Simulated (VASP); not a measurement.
# Al2BC3 (P-6m2) in VASP: further runs, part 2 of 2

VASP 6.6.1. Earlier steps stand in the parts before.

### 3 Single point, PBE

This run uses another cell than the first one, of 12.71 Å³/atom, 1.122 times its volume.

The input, INCAR:

```
ALGO = Normal
EDIFF = 1E-6
ENCUT = 520
GGA = PE
ISIF = 2
ISMEAR = 0
LASPH = True
LCHARG = False
LREAL = False
LWAVE = False
NBANDS = 20
NELM = 100
PREC = Accurate
SIGMA = 0.1
```

The input, KPOINTS:

```
k-points
0
Gamma
  6 6 4
```

The input, POSCAR:

```
Al2BC3
1.0
    3.5291978600      0.0000000000      0.0000000000
   -1.7645989300      3.0563750000      0.0000000000
    0.0000000000      0.0000000000      7.0684644300
Al B C
2 1 3
Direct
    0.6666666700      0.3333333300      0.2376510100
    0.6666666700      0.3333333300      0.7623489900
    0.0000000000      0.0000000000      0.0000000000
    0.0000000000      0.0000000000      0.5000000000
    0.3333333300      0.6666666700      0.0000000000
    0.3333333300      0.6666666700      0.5000000000
```

Potentials or basis: VASP PAW PBE potentials, release 64 (Al, B, C).

Launch:

```
> cat potpaw_PBE.64/Al/POTCAR potpaw_PBE.64/B/POTCAR potpaw_PBE.64/C/POTCAR > POTCAR
> mpirun -np 1 vasp_std > vasp.out
```

Run time: 32 s. Hardware: 1 thread of AMD EPYC 7R43 (Zen 3), shared host; peak memory 0.16 GiB.

The run converged. Its results:

```yaml
Free_energy: -29.6792 eV
Pressure: -27.8 GPa
Largest_force: 0.721 eV/Å
```

Forces in eV/Å, atoms in the order of the input:
```
Al   0.000  0.000  0.721
Al   0.000  0.000 -0.721
B    0.000  0.000  0.000
C    0.000  0.000  0.000
C    0.000  0.000  0.000
C    0.000  0.000  0.000
```

Stress tensor (GPa, compression positive):
```
-33.82   0.00   0.00
  0.00 -33.82   0.00
  0.00   0.00 -15.82
```

Levels at points of the mesh, in eV from the Fermi level:
```tsv
k point	band 6	band 7	band 8	band 9	band 10	band 11	band 12	band 13	band 14	band 15
(0.00, 0.00, 0.00)	-2.87	-2.87	-2.53	-2.53	-2.22	0.31	1.32	1.32	2.23	2.28
(0.50, 0.00, 0.00)	-4.63	-4.10	-3.99	-2.50	-1.36	-0.99	0.43	1.88	2.40	2.92
(0.00, 0.00, 0.50)	-2.73	-2.73	-2.68	-2.68	-1.05	1.65	1.67	1.67	1.78	1.78
(0.50, 0.00, 0.50)	-4.30	-3.71	-3.38	-3.01	-2.28	-1.44	-1.18	2.81	2.89	4.88
```

### 4 Relaxation of cell and atoms, PBE

This run uses another cell than the first one, of 12.71 Å³/atom, 1.122 times its volume.

The input, INCAR:

```
ALGO = Normal
EDIFF = 1E-7
EDIFFG = -0.04
ENCUT = 600
GGA = PE
IBRION = 2
ISIF = 3
ISMEAR = 0
LASPH = T
LCHARG = F
LREAL = F
LWAVE = F
NELM = 60
NSW = 90
PREC = Accurate
SIGMA = 0.1
```

KPOINTS is that of step 3.

POSCAR is that of step 3.

Launch:

```
> cat potpaw_PBE.64/Al/POTCAR potpaw_PBE.64/B/POTCAR potpaw_PBE.64/C/POTCAR > POTCAR
> mpirun -np 1 vasp_std > vasp.out
```

Wall time 12 min (1 thread of AMD EPYC 7R43 (Zen 3), shared host); peak memory 0.19 GiB.

The run converged. Its results:

```yaml
Free_energy: -39.7497 eV
Relaxed_volume: 10.56 Å³/atom
Relaxed_cell: a = 2.628 Å, b = 2.628 Å, c = 10.588 Å, α = 90.00°, β = 90.00°, γ = 120.00°
Space_group_after_relaxing_to_0.05_Å: P-6m2 (No. 187)
Energy_gained_by_relaxing: 1678.2 meV/atom
Ionic_steps: 44
Pressure_after_relaxing: 0.1 GPa
Largest_force_after_relaxing: 0.018 eV/Å
```

Forces in eV/Å, atoms in the order of the input:
```
Al   0.000  0.000  0.018
Al   0.000  0.000 -0.018
B    0.000  0.000  0.000
C    0.000  0.000  0.000
C    0.000  0.000  0.000
C    0.000  0.000  0.000
```

Stress tensor (GPa, compression positive):
```
 0.17  0.00  0.00
 0.00  0.17  0.00
 0.00  0.00 -0.15
```

Step by step:
```tsv
step	energy change (eV)	largest force (eV/Å)	pressure (GPa)	volume (Å³)
1	0.0000	0.7207	-27.87	76.24
3	-4.0643	0.7873	6.82	48.55
5	2.1518	3.1098	217.47	37.73
7	-6.1750	3.7509	51.50	43.85
9	-7.0505	2.9432	62.91	45.66
11	-9.1442	1.8251	11.84	54.95
13	-9.4009	1.3652	-5.80	60.77
15	-9.4653	1.2863	-3.40	60.13
17	-9.5737	0.5108	5.14	60.42
19	-9.6640	0.6782	-0.39	60.84
21	-9.6593	0.1227	-15.75	65.36
23	-9.8362	0.5299	-8.89	62.88
25	-9.9327	0.3571	-4.68	61.11
27	-9.9895	0.0878	-3.47	60.94
29	-10.0076	0.1412	0.51	60.02
31	-10.0115	0.1628	0.44	60.23
33	-10.0293	0.2686	0.13	61.20
35	-10.0495	0.3353	-0.32	63.01
37	-10.0512	0.3226	-0.37	62.87
39	-10.0606	0.2213	-1.05	63.59
41	-10.0628	0.1462	-1.49	64.10
43	-10.0687	0.0130	0.42	63.31
44	-10.0693	0.0176	0.07	63.33
```

Final structure:
```
Al B C
1.0
     2.62812    0.00000    0.00000
    -1.31406    2.27602    0.00000
     0.00000    0.00000   10.58809
Al B C
2 1 3
Direct
  0.66667 0.33333 0.19528
  0.66667 0.33333 0.80472
  0.00000 0.00000 0.00000
  0.00000 0.00000 0.50000
  0.33333 0.66667 0.00000
  0.33333 0.66667 0.50000
```

Levels at points of the mesh, in eV from the Fermi level:
```
           k point  band 8  band 9  band 10  band 11  band 12  band 13
(0.00, 0.00, 0.00)   -3.81   -1.21    -1.21    -0.22     3.86     6.37
(0.50, 0.00, 0.00)   -3.39   -3.04    -2.47    -1.00     0.02     0.58
(0.00, 0.00, 0.50)   -3.81   -1.21    -1.21     0.84     2.53     6.36
(0.50, 0.00, 0.50)   -3.40   -3.33    -1.93    -1.36     0.14     0.98
```

Caveat: the volume moved by over 15 % at a fixed basis, so the end points are rough.

### 5 Single point, PBE

This run uses another cell than the first one, of 11.42 Å³/atom, 1.008 times its volume.

The input, INCAR:

```
PREC = Accurate ; ENCUT = 520
EDIFF = 1E-6 ; ISMEAR = 0
SIGMA = 0.1 ; LREAL = F
LASPH = T ; NELM = 80
ALGO = Normal ; ISIF = 2
LWAVE = F ; LCHARG = F
GGA = PE ; NBANDS = 20
```

The input, KPOINTS:

```
regular mesh
0
Gamma
  18 18 4
```

The input, POSCAR:

```
Al2BC3
1.0
    2.6306021718      0.0000000000      0.0000000000
   -1.3153010859      2.2781683080      0.0000000000
    0.0000000000      0.0000000000     11.4323811876
Al B C
2 1 3
Direct
    0.6666666667      0.3333333333      0.1859581276
    0.6666666667      0.3333333333      0.8140418724
    0.0000000000      0.0000000000      0.0000000000
    0.0000000000      0.0000000000      0.5000000000
    0.3333333333      0.6666666667      0.0000000000
    0.3333333333      0.6666666667      0.5000000000
```

Potentials or basis: VASP PAW PBE potentials, release 64 (Al, B, C).

Launch:

```
> cat potpaw_PBE.64/Al/POTCAR potpaw_PBE.64/B/POTCAR potpaw_PBE.64/C/POTCAR > POTCAR
> mpirun -np 1 vasp_std > vasp.out
```

OUTCAR:

```text
PREC = Accurate
   ENCUT = 520
   EDIFF = 1E-6
   ISMEAR = 0
   LREAL = F
   LASPH = T
   NELM = 80
   ISIF = 2
   GGA = PE

 ion  position               nearest neighbor table
   1  0.667  0.333  0.186-   5 2.61   5 2.61   3 2.61   3 2.61   3 2.61   5 2.61
   2  0.667  0.333  0.814-   5 2.61   5 2.61   3 2.61   3 2.61   3 2.61   5 2.61
   3  0.000  0.000  0.000-   5 1.52   5 1.52   5 1.52   1 2.61   2 2.61   2 2.61   1 2.61   2 2.61
                             1 2.61
   4  0.000  0.000  0.500-   6 1.52   6 1.52   6 1.52
   5  0.333  0.667  0.000-   3 1.52   3 1.52   3 1.52   1 2.61   2 2.61   1 2.61   2 2.61   1 2.61
                             2 2.61
[... 762 lines left out ...]
  Total        0.0685624      0.0685624     -0.0189877      0.0000000     -0.0000000      0.0000000
  in kB        1.6033153      1.6033153     -0.4440225      0.0000000     -0.0000000      0.0000000
  external PRESSURE =       0.9208694 kB  Pullay stress =       0.0000000 kB

 VOLUME and BASIS-vectors are now :
 -----------------------------------------------------------------------------
  energy-cutoff  :      520.00
  volume of cell :       68.51
      direct lattice vectors                 reciprocal lattice vectors
     2.630602172  0.000000000  0.000000000     0.380141099  0.219474566  0.000000000
    -1.315301086  2.278168308  0.000000000     0.000000000  0.438949131  0.000000000
     0.000000000  0.000000000 11.432381188     0.000000000  0.000000000  0.087470841

 POSITION                                       TOTAL-FORCE (eV/Angst)
 -----------------------------------------------------------------------------------
      1.31530      0.75939      2.12594        -0.000000     -0.000000     -0.003207
      1.31530      0.75939      9.30644        -0.000000     -0.000000      0.003207
      0.00000      0.00000      0.00000         0.000000     -0.000000      0.000000
      0.00000      0.00000      5.71619        -0.000000      0.000000      0.000000
     -0.00000      1.51878      0.00000        -0.000000     -0.000000      0.000000
     -0.00000      1.51878      5.71619        -0.000000     -0.000000      0.000000
 -----------------------------------------------------------------------------------
    total drift:                                0.000002     -0.000001     -0.000000

  FREE ENERGIE OF THE ION-ELECTRON SYSTEM (eV)
  ---------------------------------------------------
  free  energy   TOTEN  =       -39.9235287989 eV

  energy  without entropy=      -39.9176335649  energy(sigma->0) =      -39.92058118
```

It took 2 min on 1 thread of AMD EPYC 7R43 (Zen 3), shared host; peak memory 0.24 GiB.

Results:

```yaml
Free_energy: -39.9235 eV
Pressure: 0.1 GPa
Largest_force: 0.003 eV/Å
```

Forces in eV/Å, atoms in the order of the input:
```
Al   0.000  0.000 -0.003
Al   0.000  0.000  0.003
B    0.000  0.000  0.000
C    0.000  0.000  0.000
C    0.000  0.000  0.000
C    0.000  0.000  0.000
```

Levels at points of the mesh, in eV from the Fermi level:
```csv
k point,band 6,band 7,band 8,band 9,band 10,band 11,band 12,band 13,band 14,band 15
"(0.00, 0.00, 0.00)",-5.24,-3.66,-3.66,-1.03,-1.03,-0.59,2.83,6.51,6.51,6.63
"(0.50, 0.00, 0.00)",-5.30,-4.18,-3.21,-2.78,-2.54,-1.08,0.11,0.56,2.42,4.91
"(0.00, 0.00, 0.50)",-5.64,-3.66,-3.66,-1.03,-1.03,0.05,1.87,6.51,6.51,7.80
"(0.50, 0.00, 0.50)",-5.30,-4.18,-3.19,-3.03,-2.23,-1.21,0.04,0.91,1.95,4.93
```

### 6 Summary

| task | cell | k mesh | cutoff (eV) | gap on the mesh (eV) | pressure (GPa) | largest force (eV/Å) |
| --- | --- | --- | --- | --- | --- | --- |
| single point | a = 2.631, b = 2.631, c = 11.338 Å, angles 90.0, 90.0, 120.0°, 6 atoms | 6 × 6 × 4 | 520 | none | 0.1 | 0.01 |
| single point | a = 3.529, b = 3.529, c = 7.068 Å, angles 90.0, 90.0, 120.0°, 6 atoms | 6 × 6 × 4 | 520 | none | -27.8 | 0.72 |
| relaxation of cell and atoms | relaxed from a = 3.529, b = 3.529, c = 7.068 Å, angles 90.0, 90.0, 120.0°, 6 atoms | 6 × 6 × 4 | 600 | none | 0.1 | 0.02 |
| single point | a = 2.631, b = 2.631, c = 11.432 Å, angles 90.0, 90.0, 120.0°, 6 atoms | 18 × 18 × 4 | 520 | none | 0.1 | - |

Alike in all rows: level PBE; potentials or basis VASP PAW PBE potentials, release 64 (Al, B, C); no spin polarisation; smearing gaussian 0.1 eV.

Caveats: some runs use coarse meshes; the volume moved by over 15 % at a fixed basis, so the end points are rough (some runs).

Total energies depend on the potentials used, so only differences within one code and one set of settings carry meaning.
